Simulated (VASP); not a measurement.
# LiF (P3_121) in VASP: notebook, part 2 of 2

VASP 6.6.1. The steps go on from the part before.

**5. Relaxation of shape and atoms at fixed volume, PBE (9.82 Å³/atom)**

This run uses another cell than the first one, of 9.82 Å³/atom.

Input file INCAR:

```
  PREC = Accurate
  ENCUT = 600
  EDIFF = 1E-7
  ISMEAR = 0
  SIGMA = 0.02
  LREAL = F
  LASPH = T
  NELM = 60
  ALGO = Normal
  ISIF = 4
  LWAVE = F
  LCHARG = F
  GGA = PE
  IBRION = 2
  NSW = 50
  EDIFFG = -0.01
```

Input file KPOINTS:

```
regular mesh
0
Gamma
  6 6 8
```

Input file POSCAR:

```
LiF
1.0
    4.8459159796      0.0000000000      0.0000000000
   -2.4229579898      4.1966863429      0.0000000000
    0.0000000000      0.0000000000      2.8971301384
Li F
3 3
Direct
    0.6218054410      0.6218054410      0.0000000000
    0.3781945590      0.0000000000      0.3333333333
    0.0000000000      0.3781945590      0.6666666667
    0.0000000000      0.6336921829      0.1666666667
    0.3663078171      0.3663078171      0.5000000000
    0.6336921829      0.0000000000      0.8333333333
```

Started as:

```console
cat potpaw_PBE.64/Li_sv/POTCAR potpaw_PBE.64/F/POTCAR > POTCAR
mpirun -np 1 vasp_std > vasp.out
```

It took 2.7 min on 1 thread of Oxide Virtual Turin-like, shared host; peak memory 0.17 GiB.

The run converged. Its results:

```
Free energy               : -28.6594 eV
Energy gained by relaxing : 0.0 meV/atom
Ionic steps               : 3
Pressure after relaxing   : 1.3 GPa
Band gap on the k mesh    : 7.72 eV
```

Forces in eV/Å, atoms in the order of the input:
```
Li  -0.001 -0.002  0.000
Li   0.002  0.000  0.000
Li  -0.001  0.002  0.000
F    0.000  0.001  0.000
F    0.000 -0.001  0.000
F    0.001  0.000  0.000
```

Stress tensor (GPa, compression positive):
```
1.33 0.00 0.00
0.00 1.33 0.00
0.00 0.00 1.21
```

The path:
```csv
step,energy change (eV),largest force (eV/Å),pressure (GPa),volume (Å³)
1,0.0000,0.0251,1.33,58.92
2,-0.0001,0.0189,1.32,58.92
3,-0.0003,0.0023,1.29,58.92
```

Final structure:
```
Li F
1.0
     4.84916    0.00000    0.00000
    -2.42458    4.19949    0.00000
     0.00000    0.00000    2.89326
Li F
3 3
Direct
  0.62216 0.62216 0.00000
  0.37784 0.00000 0.33333
  0.00000 0.37784 0.66667
  0.00000 0.63469 0.16667
  0.36531 0.36531 0.50000
  0.63469 0.00000 0.83333
```

Levels at points of the mesh, in eV from the valence-band top:
```
           k point  band 11  band 12  band 13  band 14  band 15  band 16  band 17  band 18  band 19
(0.00, 0.00, 0.00)    -0.36    -0.36    -0.08    -0.08     0.00     7.72    12.81    13.01    13.36
(0.50, 0.00, 0.00)    -0.67    -0.48    -0.16    -0.08    -0.07     9.36    10.16    11.16    14.31
(0.00, 0.00, 0.50)    -1.39    -1.01    -0.57    -0.57    -0.14    10.91    10.91    14.05    14.05
(0.50, 0.00, 0.50)    -1.17    -0.75    -0.67    -0.46    -0.17    11.29    11.53    12.62    13.63
```

Caveat: the cutoff is under 1.25 times the usual one of these potentials, so pressure, stress and relaxed cells hold a basis-set (Pulay) error.

**6. Relaxation of cell and atoms, PBE**

This run uses another cell than the first one, of 10.10 Å³/atom.

Input file INCAR:

```
  PREC = Accurate
  ENCUT = 600
  EDIFF = 1E-7
  ISMEAR = 0
  SIGMA = 0.02
  LREAL = False
  LASPH = True
  NELM = 80
  ALGO = Normal
  ISIF = 3
  LWAVE = False
  LCHARG = False
  GGA = PE
  IBRION = 2
  NSW = 100
  EDIFFG = -0.01
```

Input file KPOINTS:

```
Automatic mesh
0
Gamma
  6 6 8
```

Input file POSCAR:

```
LiF
1.0
    4.8957145933      0.0000000000      0.0000000000
   -2.4478572967      4.2398132075      0.0000000000
    0.0000000000      0.0000000000      2.9208838844
Li F
3 3
Direct
    0.6223143862      0.6223143862      0.0000000000
    0.3776856138      0.0000000000      0.3333333333
    0.0000000000      0.3776856138      0.6666666667
    0.0000000000      0.6333097170      0.1666666667
    0.3666902830      0.3666902830      0.5000000000
    0.6333097170      0.0000000000      0.8333333333
```

Potentials or basis: VASP PAW PBE potentials, release 64 (Li_sv, F).

Started as:

```console
cat potpaw_PBE.64/Li_sv/POTCAR potpaw_PBE.64/F/POTCAR > POTCAR
mpirun -np 1 vasp_std > vasp.out
```

Wall time 3.2 min (1 thread of Oxide Virtual Turin-like, shared host); peak memory 0.18 GiB.

It converged, with:

```yaml
Free_energy: -28.6712 eV
Relaxed_volume: 10.03 Å³/atom
Relaxed_cell: a = 4.882 Å, b = 4.882 Å, c = 2.916 Å, α = 90.00°, β = 90.00°, γ = 120.00°
Space_group_after_relaxing_to_0.1_Å: P3_121 (No. 152)
Energy_gained_by_relaxing: 0.1 meV/atom
Ionic_steps: 3
Pressure_after_relaxing: 0.1 GPa
Largest_force_after_relaxing: 0.009 eV/Å
Band_gap_on_the_k_mesh: 7.61 eV
```

Forces on the atoms (eV/Å):
```
Li  -0.001 -0.003  0.000
Li   0.003  0.000  0.000
Li  -0.001  0.003  0.000
F   -0.004  0.007  0.000
F   -0.004 -0.007  0.000
F    0.009  0.000  0.000
```

Step by step:
```tsv
step	energy change (eV)	largest force (eV/Å)	pressure (GPa)	volume (Å³)
1	0.0000	0.0103	-0.31	60.63
2	-0.0003	0.0097	-0.16	60.46
3	-0.0004	0.0086	0.08	60.18
```

Final structure:
```
CELL_PARAMETERS angstrom
4.88168 0.00000 0.00000
-2.44084 4.22766 0.00000
0.00000 0.00000 2.91600
ATOMIC_POSITIONS crystal
Li 0.62224 0.62224 0.00000
Li 0.37776 0.00000 0.33333
Li 0.00000 0.37776 0.66667
F 0.00000 0.63358 0.16667
F 0.36642 0.36642 0.50000
F 0.63358 0.00000 0.83333
```

Levels at points of the mesh, in eV from the valence-band top:
| k point | band 12 | band 13 | band 14 | band 15 | band 16 | band 17 | band 18 | band 19 |
| --- | --- | --- | --- | --- | --- | --- | --- | --- |
| (0.00, 0.00, 0.00) | -0.35 | -0.07 | -0.07 | 0.00 | 7.61 | 12.66 | 12.91 | 13.22 |
| (0.50, 0.00, 0.00) | -0.46 | -0.15 | -0.08 | -0.07 | 9.24 | 10.04 | 11.06 | 14.15 |
| (0.00, 0.00, 0.50) | -0.99 | -0.54 | -0.54 | -0.12 | 10.80 | 10.80 | 13.93 | 13.93 |
| (0.50, 0.00, 0.50) | -0.72 | -0.64 | -0.44 | -0.16 | 11.18 | 11.45 | 12.49 | 13.51 |

Caveat: the cutoff is under 1.25 times the usual one of these potentials, so pressure, stress and relaxed cells hold a basis-set (Pulay) error.

**7. The runs side by side**

| task | cell | gap on the mesh (eV) | pressure (GPa) | largest force (eV/Å) |
| --- | --- | --- | --- | --- |
| relaxation of shape and atoms at fixed volume | relaxed from a = 4.706, b = 4.706, c = 2.787 Å, angles 90.0, 90.0, 120.0°, 6 atoms, atomic positions A | 8.26 | 8.3 | 0.01 |
| relaxation of shape and atoms at fixed volume | relaxed from a = 4.753, b = 4.753, c = 2.825 Å, angles 90.0, 90.0, 120.0°, 6 atoms, atomic positions B | 8.07 | 5.6 | 0.01 |
| relaxation of shape and atoms at fixed volume | relaxed from a = 4.800, b = 4.800, c = 2.862 Å, angles 90.0, 90.0, 120.0°, 6 atoms, atomic positions C | 7.89 | 3.3 | - |
| relaxation of shape and atoms at fixed volume | relaxed from a = 4.846, b = 4.846, c = 2.897 Å, angles 90.0, 90.0, 120.0°, 6 atoms, atomic positions D | 7.72 | 1.3 | - |
| relaxation of cell and atoms | relaxed from a = 4.896, b = 4.896, c = 2.921 Å, angles 90.0, 90.0, 120.0°, 6 atoms, atomic positions E | 7.61 | 0.1 | 0.01 |

Alike in all rows: level PBE; potentials or basis VASP PAW PBE potentials, release 64 (Li_sv, F); no spin polarisation; k mesh 6 × 6 × 8; cutoff (eV) 600; smearing gaussian 0.02 eV.

Caveats: the cutoff is under 1.25 times the usual one of these potentials, so pressure, stress and relaxed cells hold a basis-set (Pulay) error.

Absolute energies hang on the potentials; compare differences alone.
